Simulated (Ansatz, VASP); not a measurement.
Au: VASP beside Ansatz

```xyz
1
Lattice="0.0000 2.0350 2.0350 2.0350 0.0000 2.0350 2.0350 2.0350 0.0000" Properties=species:S:1:pos:R:3 pbc="T T T"
Au    0.0000    0.0000    0.0000
```

Alike in both runs: task single point; functional PBEsol; k mesh 8 × 8 × 8; occupations gaussian, width 0.1 eV; no spin polarisation.

```csv
,VASP,Ansatz
version,VASP 6.6.1,Ansatz 0.2.0
potentials or method,"VASP PAW PBE potentials, release 64 (Au), cutoff 500 eV","scalar-relativistic, plane waves, PAW"
valence electrons in the cell,11,19
```

```csv
,VASP,Ansatz,Ansatz less VASP
gap on the k mesh at the Fermi level (eV),none,none,-
pressure (GPa),2.4,2.7,+0.30
```

VASP's potentials were made for PBE, not for PBEsol. A gap of «none» marks a metal or a gap that the smearing closes. With one functional, cell and mesh, what is left measures potentials, basis and numerics. VASP's potentials hold 11 valence electrons a cell and Ansatz's 19, so a difference there can come from the potentials and not from the codes.

Neither program's run includes spin-orbit coupling.
